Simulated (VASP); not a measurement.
Set up this calculation in VASP 6.6.1, as the native input.

| Item | Value |
| --- | --- |
| Task | single point |
| Functional | PBE |
| Potentials or basis | VASP PAW PBE potentials, release 64 (Be, Tl_d) |
| Cutoff | 520 eV |
| k mesh | 4 × 4 × 6 |
| Occupations | gaussian, width 0.1 eV |
| Spin | no spin polarisation |
| Dipole correction | no |
| Further INCAR settings | ALGO = Fast; EDIFF = 1e-06; NBANDS = 26 |

The structure of Be2Tl lies in POSCAR:

```
Be2Tl
1.0
    4.9962912667      0.0000000000      0.0000000000
    0.0000000000      4.9962912667      0.0000000000
    0.0000000000      0.0000000000      4.3905593546
Be Tl
4 2
Direct
    0.6551038125      0.3448961875      0.2991723033
    0.3448961875      0.6551038125      0.2991723033
    0.1551038125      0.1551038125      0.7991723033
    0.8448961875      0.8448961875      0.7991723033
    0.0000000000      0.0000000000      0.2991638041
    0.5000000000      0.5000000000      0.7991638041
```

The cell was built from a structure type or drawn by symmetry, and may not be a known phase.

The input as run:

INCAR

```
  PREC = Accurate
  ENCUT = 520
  EDIFF = 1E-6
  ISMEAR = 0
  SIGMA = 0.1
  LREAL = F
  LASPH = T
  NELM = 100
  ALGO = Fast
  ISIF = 2
  LWAVE = F
  LCHARG = F
  GGA = PE
  NBANDS = 26
```

KPOINTS

```
regular mesh
0
Gamma
  4 4 6
```

Potentials or basis: VASP PAW PBE potentials, release 64 (Be, Tl_d).

The run is started by

```sh
$ cat potpaw_PBE.64/Be/POTCAR potpaw_PBE.64/Tl_d/POTCAR > POTCAR
$ mpirun -np 1 vasp_std > vasp.out
```

Results of the run:

```yaml
Pressure: 0.0 GPa
Band_gap_on_the_k_mesh: zero (bands 17 and 18 overlap by 3.86 eV)
```

Caveat: spin-orbit coupling is left out, which moves the levels of the heavy elements.

Wall time 2.8 min on 1 thread of AMD EPYC 7571 (shared host), peak memory 0.22 GiB.
